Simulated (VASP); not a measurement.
Set up this calculation in VASP 6.6.1, as the native input.

```yaml
Task: single point
Functional: r2SCAN
Potentials_or_basis: VASP PAW PBE potentials, release 64 (Sn_d, O)
Cutoff: 520 eV
k_mesh: 6 × 6 × 2
Occupations: gaussian, width 0.1 eV
Spin: no spin polarisation
Dipole_correction: no
Further_INCAR_settings: ALGO = Normal; EDIFF = 1e-06; NBANDS = 35
```

Crystal: SnO2.

```xyz
6
Lattice="3.1839 0.0000 0.0000 -1.5919 2.7573 0.0000 0.0000 0.0000 10.8773" Properties=species:S:1:pos:R:3 pbc="T T T"
Sn    0.0000    0.0000    5.4386
Sn    0.0000    0.0000    0.0000
O     1.5919    0.9191    4.4436
O     1.5919    0.9191    0.9950
O     0.0000    1.8382    6.4336
O     0.0000    1.8382    9.8823
```

The input as run:

POSCAR

```
SnO2
1.0
    3.1838929844      0.0000000000      0.0000000000
   -1.5919464922      2.7573322074      0.0000000000
    0.0000000000      0.0000000000     10.8772678319
Sn O
2 4
Direct
    0.0000000000      0.0000000000      0.5000000000
    0.0000000000      0.0000000000      0.0000000000
    0.6666666667      0.3333333333      0.4085261166
    0.6666666667      0.3333333333      0.0914738834
    0.3333333333      0.6666666667      0.5914738834
    0.3333333333      0.6666666667      0.9085261166
```

INCAR.step1

```
SYSTEM = SnO2
PREC     = Accurate       ! precision mode
ENCUT    = 520            ! plane-wave cutoff, eV
ISMEAR   = 0              ! smearing method
SIGMA    = 0.1            ! smearing width, eV
LREAL    = .FALSE.        ! projectors in reciprocal space
LASPH    = .TRUE.         ! aspherical terms in the spheres
NELM     = 80             ! most SCF steps
NBANDS   = 35             ! bands
GGA      = PE             ! functional
ALGO     = Normal         ! electronic algorithm
EDIFF    = 1E-4           ! SCF threshold, eV
LWAVE    = .TRUE.         ! write WAVECAR
LCHARG   = .FALSE.        ! write CHGCAR
```

INCAR.step2

```
SYSTEM = SnO2
PREC     = Accurate       ! precision mode
ENCUT    = 520            ! plane-wave cutoff, eV
EDIFF    = 1E-6           ! SCF threshold, eV
ISMEAR   = 0              ! smearing method
SIGMA    = 0.1            ! smearing width, eV
LREAL    = .FALSE.        ! projectors in reciprocal space
LASPH    = .TRUE.         ! aspherical terms in the spheres
NELM     = 80             ! most SCF steps
ALGO     = Normal         ! electronic algorithm
ISIF     = 2              ! what is computed and relaxed
LWAVE    = .FALSE.        ! write WAVECAR
LCHARG   = .FALSE.        ! write CHGCAR
METAGGA  = R2SCAN         ! meta-GGA
LMIXTAU  = .TRUE.       
NBANDS   = 35             ! bands
ISTART   = 1
```

KPOINTS

```
regular mesh
0
G
  6 6 2
  0 0 0
```

Potentials or basis: VASP PAW PBE potentials, release 64 (Sn_d, O).

Launch:

```sh
$ cat potpaw_PBE.64/Sn_d/POTCAR potpaw_PBE.64/O/POTCAR > POTCAR
$ cp INCAR.step1 INCAR
$ mpirun -np 1 vasp_std > vasp.out
$ cp INCAR.step2 INCAR
$ mpirun -np 1 vasp_std > vasp.out
```

It gave:

```yaml
Pressure: 1.2 GPa
Largest_force: 0.061 eV/Å
Band_gap_on_the_k_mesh: 3.01 eV (least direct gap 3.48 eV)
```

Caveat: the PAW data sets were made with another functional, which shifts forces and pressure a little; spin-orbit coupling is left out, which moves the levels of the heavy elements.

Wall time 100 s on 1 thread of Intel(R) Xeon(R) 6975P-C (Granite Rapids), on a shared host, peak memory 0.24 GiB.
